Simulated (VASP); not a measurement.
# GaP (F-43m) in VASP: notebook, part 2 of 2

VASP 6.6.1.

### Step 4. Relaxation of cell and atoms, PBEsol, target pressure 4 GPa, at which the enthalpy is minimised

File INCAR:

```
  PREC = Accurate
  ENCUT = 600
  EDIFF = 1E-7
  ISMEAR = 0
  SIGMA = 0.01
  LREAL = False
  LASPH = True
  NELM = 100
  ALGO = Normal
  ISIF = 3
  LWAVE = False
  LCHARG = False
  GGA = PS
  IBRION = 2
  NSW = 100
  EDIFFG = -0.002
  PSTRESS = 40.0
```

File KPOINTS:

```
regular mesh
0
Gamma
  8 8 8
```

File POSCAR:

```
GaP
1.0
    2.7192641266      2.7192641266      0.0000000000
   -2.7192641266      2.7192641266      0.0000000000
    0.0000000000      2.7192641266      2.7192641266
Ga P
1 1
Direct
    0.0000000000      0.0000000000      0.0000000000
    0.7500000000      0.2500000000      0.5000000000
```

Potentials or basis: VASP PAW PBE potentials, release 64 (Ga_d, P).

On the command line:

```sh
> cat potpaw_PBE.64/Ga_d/POTCAR potpaw_PBE.64/P/POTCAR > POTCAR
> mpirun -np 1 vasp_std > vasp.out
```

OUTCAR:

```text
PREC = Accurate
   ENCUT = 600
   EDIFF = 1E-7
   ISMEAR = 0
   LREAL = False
   LASPH = True
   NELM = 100
   ISIF = 3
   GGA = PS
   IBRION = 2
   NSW = 100
   EDIFFG = -0.002
   PSTRESS = 40.0

 ion  position               nearest neighbor table
   1  0.000  0.000  0.000-   2 2.35   2 2.35   2 2.35   2 2.35
   2  0.750  0.250  0.500-   1 2.35   1 2.35   1 2.35   1 2.35

  LATTYP: Found a face centered cubic cell.
 ALAT       =     5.4385282532

  Lattice vectors:

 A1 = (   0.0000000000,   2.7192641266,   2.7192641266)
 A2 = (   2.7192641266,   0.0000000000,   2.7192641266)
 A3 = (   2.7192641266,   2.7192641266,   0.0000000000)

Analysis of symmetry for initial positions (statically):
=====================================================================
 Subroutine PRICEL returns:
 Original cell was already a primitive cell.

 Routine SETGRP: Setting up the symmetry group for a
 face centered cubic supercell.

 Subroutine GETGRP returns: Found 24 space group operations
 (whereof 24 operations were pure point group operations)
 out of a pool of 48 trial point group operations.

The static configuration has the point symmetry T_d .

Analysis of symmetry for dynamics (positions and initial velocities):
=====================================================================
 Subroutine PRICEL returns:
 Original cell was already a primitive cell.
[... 422 lines left out ...]

 number of electron      18.0000003 magnetization

 Free energy of the ion-electron system (eV)
  ---------------------------------------------------
  ext. energy  EPLUGINS =         0.00000000
  ---------------------------------------------------
  free energy    TOTEN  =        -9.90095601 eV

  energy without entropy =       -9.90095601  energy(sigma->0) =       -9.90095601

 E-fermi :   5.1749     XC(G=0): -10.2505

 val. band max:        5.0969055218   @ k =   0.0000   0.0000   0.0000
 cond. band min:       6.5048012885   @ k =   0.5000   0.5000   0.0000
 fundamental gap:      1.4078957667
 Fermi energy:         5.1748525670

 k-point     1 :       0.0000    0.0000    0.0000
  band No.  band energies     occupation
      1      -9.5423      2.00000
      2      -9.5423      2.00000
      3      -9.5423      2.00000
      4      -9.4251      2.00000
      5      -9.4251      2.00000
      6      -7.8194      2.00000
      7       5.0969      2.00000
      8       5.0969      2.00000
      9       5.0969      2.00000
     10       7.2648      0.00000
     11       8.9061      0.00000
     12       8.9061      0.00000
     13       8.9061      0.00000
[... 354 lines left out ...]
  band No.  band energies     occupation
      1      -9.6492      2.00000
      2      -9.5060      2.00000
      3      -9.4913      2.00000
      4      -9.4320      2.00000
      5      -9.4166      2.00000
      6      -5.1176      2.00000
      7      -1.6315      2.00000
      8       1.6693      2.00000
      9       2.9931      2.00000
     10       8.6291      0.00000
     11       9.2564      0.00000
     12      11.6529      0.00000
     13      13.0840      0.00000

 [... further k-points ...]

------------------------ aborting loop because EDIFF is reached ----------------------------------------

  FORCE on cell =-STRESS in cart. coord.  units (eV):
  Direction    XX          YY          ZZ          XY          YZ          ZX
  --------------------------------------------------------------------------------------
  -------------------------------------------------------------------------------------
  Total        0.9619561      0.9619561      0.9619561      0.0000000      0.0000000      0.0000000
  in kB       40.0366128     40.0366128     40.0366128      0.0000000      0.0000000      0.0000000
  external PRESSURE =       0.0366128 kB  Pullay stress =      40.0000000 kB
[... 21 lines left out ...]
  energy  without entropy=       -9.9009560090  energy(sigma->0) =       -9.90095601

  enthalpy is  TOTEN    =        -8.9398795715 eV   P V=        0.9610764375

 reached required accuracy - stopping structural energy minimisation
```

OSZICAR:

```text
N       E                     dE             d eps       ncg     rms          rms(c)
DAV:   1     0.839644543533E+02    0.83964E+02   -0.10080E+04   767   0.212E+03
DAV:   2    -0.367611014214E+01   -0.87641E+02   -0.84555E+02   849   0.362E+02
DAV:   3    -0.100947110672E+02   -0.64186E+01   -0.63835E+01   932   0.790E+01
DAV:   4    -0.102066416517E+02   -0.11193E+00   -0.11188E+00   936   0.111E+01
[... 62 lines left out ...]
       N       E                     dE             d eps       ncg     rms          rms(c)
DAV:   1    -0.990095694304E+01    0.75476E-04   -0.12546E-05  1009   0.786E-02    0.589E-03
DAV:   2    -0.990095616217E+01    0.78087E-06   -0.14070E-06   949   0.319E-02    0.264E-03
DAV:   3    -0.990095600327E+01    0.15890E-06   -0.20041E-07   377   0.108E-02    0.601E-04
DAV:   4    -0.990095600900E+01   -0.57312E-08   -0.40751E-08   402   0.283E-03
   8 F= -.89398796E+01 E0= -.89398796E+01  d E =-.679478E-05
```

Wall time 74 s (1 thread of Intel Xeon Platinum 8488C (Sapphire Rapids), shared host); peak memory 0.19 GiB.

Results:

```yaml
Free_energy: -9.9010 eV
Relaxed_volume: 19.25 Å³/atom
Relaxed_cell: a = 3.790 Å, b = 3.790 Å, c = 3.790 Å, α = 60.00°, β = 60.00°, γ = 90.00°
Space_group_after_relaxing_to_0.1_Å: F-43m (No. 216)
Energy_change_on_relaxing_the_run_minimises_the_enthalpy: +10.1 meV/atom
Ionic_steps: 8
Pressure_after_relaxing: 4.0 GPa
Band_gap_on_the_k_mesh: 1.41 eV (least direct gap 2.17 eV)
```

The path:
```tsv
step	energy change (eV)	largest force (eV/Å)	pressure (GPa)	volume (Å³)
1	0.0000	0.0000	-0.08	40.21
2	0.0620	0.0000	7.39	37.31
3	0.0201	0.0000	3.95	38.50
4	0.0209	0.0000	4.08	38.46
5	0.0196	0.0000	3.93	38.52
6	0.0202	0.0000	4.03	38.49
7	0.0201	0.0000	3.98	38.50
8	0.0201	0.0000	4.00	38.50
```

Final structure:
```
Ga P
1.0
     2.67995    2.67995    0.00000
    -2.67995    2.67995    0.00000
     0.00000    2.67995    2.67995
Ga P
1 1
Direct
  0.00000 0.00000 0.00000
  0.75000 0.25000 0.50000
```

Levels at points of the mesh, in eV from the valence-band top:
```
           k point  band 7  band 8  band 9  band 10  band 11  band 12
(0.00, 0.00, 0.00)    0.00    0.00    0.00     2.17     3.81     3.81
(0.50, 0.00, 0.00)   -7.00   -1.21   -1.21     1.74     4.63     4.63
(0.50, 0.50, 0.00)   -7.05   -2.89   -2.89     1.41     1.66    10.93
```

Caveat: the cell is relaxed towards a set pressure, so the run minimises the enthalpy, not the energy; the PAW data sets were made with another functional, which shifts forces and pressure a little. A k mesh can miss the band edges.

### Step 5. Relaxation of cell and atoms, PBEsol, target pressure 7 GPa, at which the enthalpy is minimised

File INCAR:

```
SYSTEM = GaP
PREC = Accurate
ENCUT = 600
EDIFF = 1E-7
ISMEAR = 0
SIGMA = 0.01
LREAL = .False.
LASPH = .True.
NELM = 80
ALGO = Normal
ISIF = 3
LWAVE = .False.
LCHARG = .False.
GGA = PS
IBRION = 2
NSW = 100
EDIFFG = -0.002
PSTRESS = 70.0
```

File KPOINTS:

```
Automatic mesh
0
Gamma
  8 8 8
  0 0 0
```

POSCAR is that of step 4.

On the command line:

```sh
> cat potpaw_PBE.64/Ga_d/POTCAR potpaw_PBE.64/P/POTCAR > POTCAR
> mpirun -np 1 vasp_std > vasp.out
```

It took 63 s on 1 thread of Intel Xeon Platinum 8488C (Sapphire Rapids), shared host; peak memory 0.19 GiB.

Results (log left out):

```
Free energy                                                : -9.8650 eV
Relaxed volume                                             : 18.72 Å³/atom
Relaxed cell                                               : a = 3.755 Å, b = 3.755 Å, c = 3.755 Å, α = 60.00°, β = 60.00°, γ = 90.00°
Space group after relaxing (to 0.1 Å)                      : F-43m (No. 216)
Energy change on relaxing (the run minimises the enthalpy) : +28.0 meV/atom
Ionic steps                                                : 6
Pressure after relaxing                                    : 7.0 GPa
Band gap on the k mesh                                     : 1.34 eV (least direct gap 2.40 eV)
```

Step by step:
```csv
step,energy change (eV),largest force (eV/Å),pressure (GPa),volume (Å³)
1,0.0000,0.0000,-0.08,40.21
2,0.2012,0.0000,14.72,35.26
3,0.0551,0.0000,6.94,37.46
4,0.0574,0.0000,7.11,37.41
5,0.0547,0.0000,6.89,37.47
6,0.0561,0.0000,7.01,37.44
```

Final structure:
```
Ga P
1.0
     2.65525    2.65525    0.00000
    -2.65525    2.65525    0.00000
     0.00000    2.65525    2.65525
Ga P
1 1
Direct
  0.00000 0.00000 0.00000
  0.75000 0.25000 0.50000
```

Levels at points of the mesh, in eV from the valence-band top:
```
           k point  band 6  band 7  band 8  band 9  band 10  band 11  band 12  band 13
(0.00, 0.00, 0.00)  -13.14    0.00    0.00    0.00     2.40     3.80     3.80     3.80
(0.50, 0.00, 0.00)  -10.78   -7.17   -1.25   -1.25     1.82     4.62     4.62     8.21
(0.50, 0.50, 0.00)   -9.76   -7.20   -3.00   -3.00     1.34     1.62    11.14    11.14
```

Caveat: the cell is relaxed towards a set pressure, so the run minimises the enthalpy, not the energy; the PAW data sets were made with another functional, which shifts forces and pressure a little. A k mesh can miss the band edges.

### Step 6. Relaxation of cell and atoms, PBEsol, target pressure 10 GPa, at which the enthalpy is minimised

File INCAR:

```
ALGO     = Normal         # electronic algorithm
EDIFF    = 1E-6           # SCF threshold, eV
EDIFFG   = -0.002         # ionic threshold
ENCUT    = 600            # plane-wave cutoff, eV
GGA      = PS             # functional
IBRION   = 2              # ionic algorithm
ISIF     = 3              # what is computed and relaxed
ISMEAR   = 0              # smearing method
LASPH    = T              # aspherical terms in the spheres
LCHARG   = F              # write CHGCAR
LREAL    = F              # projectors in reciprocal space
LWAVE    = F              # write WAVECAR
NELM     = 100            # most SCF steps
NSW      = 100            # ionic steps
PREC     = Accurate       # precision mode
PSTRESS  = 100.0        
SIGMA    = 0.01           # smearing width, eV
```

File KPOINTS:

```
k-points
0
Gamma
  8 8 8
```

POSCAR is that of step 5.

Potentials or basis: VASP PAW PBE potentials, release 64 (Ga_d, P).

On the command line:

```sh
> cat potpaw_PBE.64/Ga_d/POTCAR potpaw_PBE.64/P/POTCAR > POTCAR
> mpirun -np 1 vasp_std > vasp.out
```

OUTCAR:

```text
EDIFF = 1E-6
   EDIFFG = -0.002
   ENCUT = 600
   GGA = PS
   IBRION = 2
   ISIF = 3
   ISMEAR = 0
   LASPH = T
   LREAL = F
   NELM = 100
   NSW = 100
   PREC = Accurate
   PSTRESS = 100.0

 ion  position               nearest neighbor table
   1  0.000  0.000  0.000-   2 2.35   2 2.35   2 2.35   2 2.35
   2  0.750  0.250  0.500-   1 2.35   1 2.35   1 2.35   1 2.35

  LATTYP: Found a face centered cubic cell.
 ALAT       =     5.4385282532

  Lattice vectors:

 A1 = (   0.0000000000,   2.7192641266,   2.7192641266)
 A2 = (   2.7192641266,   0.0000000000,   2.7192641266)
 A3 = (   2.7192641266,   2.7192641266,   0.0000000000)

Analysis of symmetry for initial positions (statically):
=====================================================================
 Subroutine PRICEL returns:
 Original cell was already a primitive cell.

 Routine SETGRP: Setting up the symmetry group for a
 face centered cubic supercell.

 Subroutine GETGRP returns: Found 24 space group operations
 (whereof 24 operations were pure point group operations)
 out of a pool of 48 trial point group operations.

The static configuration has the point symmetry T_d .

Analysis of symmetry for dynamics (positions and initial velocities):
=====================================================================
 Subroutine PRICEL returns:
 Original cell was already a primitive cell.

 Routine SETGRP: Setting up the symmetry group for a
 face centered cubic supercell.

 Subroutine GETGRP returns: Found 24 space group operations
 (whereof 24 operations were pure point group operations)
 out of a pool of 48 trial point group operations.

The dynamic configuration has the point symmetry T_d .

 Subroutine INISYM returns: Found 24 space group operations
 (whereof 24 operations are pure point group operations),
 and found     1 'primitive' translations

----------------------------------------------------------------------------------------
[... 133 lines left out ...]

 number of electron      18.0000005 magnetization

 Free energy of the ion-electron system (eV)
  ---------------------------------------------------
  ext. energy  EPLUGINS =         0.00000000
  ---------------------------------------------------
  free energy    TOTEN  =        -9.92110145 eV

  energy without entropy =       -9.92110145  energy(sigma->0) =       -9.92110145

------------------------ aborting loop because EDIFF is reached ----------------------------------------

  FORCE on cell =-STRESS in cart. coord.  units (eV):
  Direction    XX          YY          ZZ          XY          YZ          ZX
  --------------------------------------------------------------------------------------
  -------------------------------------------------------------------------------------
  Total       -0.0227112     -0.0227112     -0.0227112     -0.0000000     -0.0000000      0.0000000
  in kB       -0.9048286     -0.9048286     -0.9048286     -0.0000000     -0.0000000      0.0000000
  external PRESSURE =    -100.9048286 kB  Pullay stress =     100.0000000 kB
[... 291 lines left out ...]
--------------------------------------- Ionic step        9  -------------------------------------------

 number of electron      17.9999996 magnetization

 Free energy of the ion-electron system (eV)
  ---------------------------------------------------
  ext. energy  EPLUGINS =         0.00000000
  ---------------------------------------------------
  free energy    TOTEN  =        -9.81672701 eV

  energy without entropy =       -9.81672701  energy(sigma->0) =       -9.81672701

 E-fermi :   5.7299     XC(G=0): -10.4942

 val. band max:        5.6809450496   @ k =   0.0000   0.0000   0.0000
 cond. band min:       6.9652110770   @ k =   0.5000   0.5000   0.0000
 fundamental gap:      1.2842660273
 Fermi energy:         5.7299255293

 k-point     1 :       0.0000    0.0000    0.0000
  band No.  band energies     occupation
      1      -9.0844      2.00000
      2      -9.0844      2.00000
      3      -9.0844      2.00000
      4      -8.9478      2.00000
      5      -8.9478      2.00000
      6      -7.6714      2.00000
      7       5.6809      2.00000
      8       5.6809      2.00000
      9       5.6809      2.00000
     10       8.2927      0.00000
     11       9.4613      0.00000
     12       9.4613      0.00000
     13       9.4613      0.00000
[... 354 lines left out ...]
  band No.  band energies     occupation
      1      -9.2132      2.00000
      2      -9.0420      2.00000
      3      -9.0244      2.00000
      4      -8.9565      2.00000
      5      -8.9377      2.00000
      6      -4.7473      2.00000
      7      -1.3372      2.00000
      8       2.0506      2.00000
      9       3.4187      2.00000
     10       9.3416      0.00000
     11       9.7996      0.00000
     12      12.3893      0.00000
     13      13.8126      0.00000

 [... further k-points ...]

------------------------ aborting loop because EDIFF is reached ----------------------------------------

  FORCE on cell =-STRESS in cart. coord.  units (eV):
  Direction    XX          YY          ZZ          XY          YZ          ZX
  --------------------------------------------------------------------------------------
  -------------------------------------------------------------------------------------
  Total        2.2794642      2.2794642      2.2794642      0.0000000      0.0000000      0.0000000
  in kB       99.9859079     99.9859079     99.9859079      0.0000000      0.0000000      0.0000000
  external PRESSURE =      -0.0140921 kB  Pullay stress =     100.0000000 kB
[... 21 lines left out ...]
  energy  without entropy=       -9.8167270114  energy(sigma->0) =       -9.81672701

  enthalpy is  TOTEN    =        -7.5369415844 eV   P V=        2.2797854270

 reached required accuracy - stopping structural energy minimisation
```

OSZICAR:

```text
N       E                     dE             d eps       ncg     rms          rms(c)
DAV:   1     0.839644543533E+02    0.83964E+02   -0.10080E+04   767   0.212E+03
DAV:   2    -0.367611014214E+01   -0.87641E+02   -0.84555E+02   849   0.362E+02
DAV:   3    -0.100947110672E+02   -0.64186E+01   -0.63835E+01   932   0.790E+01
[... 62 lines left out ...]
DAV:   2    -0.981663146603E+01    0.12613E-05   -0.23157E-06   609   0.441E-02    0.326E-03
DAV:   3    -0.981663122597E+01    0.24007E-06   -0.33220E-07   377   0.143E-02
   8 F= -.75369416E+01 E0= -.75369416E+01  d E =-.198063E-05
       N       E                     dE             d eps       ncg     rms          rms(c)
DAV:   1    -0.981672719825E+01   -0.95732E-04   -0.33078E-06   619   0.402E-02    0.304E-03
DAV:   2    -0.981672701137E+01    0.18688E-06   -0.46853E-07   382   0.190E-02
   9 F= -.75369416E+01 E0= -.75369416E+01  d E =-.191810E-05
```

Run time: 66 s. Hardware: 1 thread of Intel Xeon Platinum 8488C (Sapphire Rapids), shared host; peak memory 0.19 GiB.

What came out:

```yaml
Free_energy: -9.8167 eV
Relaxed_volume: 18.26 Å³/atom
Relaxed_cell: a = 3.724 Å, b = 3.724 Å, c = 3.724 Å, α = 60.00°, β = 60.00°, γ = 90.00°
Space_group_after_relaxing_to_0.1_Å: F-43m (No. 216)
Energy_change_on_relaxing_the_run_minimises_the_enthalpy: +52.2 meV/atom
Ionic_steps: 9
Pressure_after_relaxing: 10.0 GPa
Band_gap_on_the_k_mesh: 1.28 eV (least direct gap 2.61 eV)
```

Step by step:
```csv
step,energy change (eV),largest force (eV/Å),pressure (GPa),volume (Å³)
1,0.0000,0.0000,-0.09,40.21
2,0.4385,0.0000,24.12,33.29
3,0.1013,0.0000,9.79,36.58
4,0.1056,0.0000,10.06,36.51
5,0.1035,0.0000,9.89,36.54
6,0.1048,0.0000,10.09,36.52
7,0.1042,0.0000,9.95,36.53
8,0.1045,0.0000,10.04,36.52
9,0.1044,0.0000,10.00,36.53
```

Final structure:
```
Ga P
1.0
     2.63345    2.63345    0.00000
    -2.63345    2.63345    0.00000
     0.00000    2.63345    2.63345
Ga P
1 1
Direct
  0.00000 0.00000 0.00000
  0.75000 0.25000 0.50000
```

Levels at points of the mesh, in eV from the valence-band top:
| k point | band 6 | band 7 | band 8 | band 9 | band 10 | band 11 | band 12 | band 13 |
| --- | --- | --- | --- | --- | --- | --- | --- | --- |
| (0.00, 0.00, 0.00) | -13.35 | 0.00 | 0.00 | 0.00 | 2.61 | 3.78 | 3.78 | 3.78 |
| (0.50, 0.00, 0.00) | -10.90 | -7.33 | -1.29 | -1.29 | 1.90 | 4.60 | 4.60 | 8.24 |
| (0.50, 0.50, 0.00) | -9.85 | -7.33 | -3.10 | -3.10 | 1.28 | 1.58 | 11.32 | 11.32 |

Caveat: the cell is relaxed towards a set pressure, so the run minimises the enthalpy, not the energy; the PAW data sets were made with another functional, which shifts forces and pressure a little.

### Step 7. Summary

```tsv
cell	gap on the mesh (eV)	pressure (GPa)
relaxed to -2 GPa	1.53	-2.0
relaxed to 2 GPa	1.45	2.0
relaxed to 4 GPa	1.41	4.0
relaxed to 7 GPa	1.34	7.0
relaxed to 10 GPa	1.28	10.0
```

Alike in all rows: task relaxation of cell and atoms; level PBEsol; potentials or basis VASP PAW PBE potentials, release 64 (Ga_d, P); no spin polarisation; k mesh 8 × 8 × 8; cutoff (eV) 600; smearing gaussian 0.01 eV.

Caveats: the cell is relaxed towards a set pressure, so the run minimises the enthalpy, not the energy; the PAW data sets were made with another functional, which shifts forces and pressure a little.

Total energies depend on the potentials used, so only differences within one code and one set of settings carry meaning.
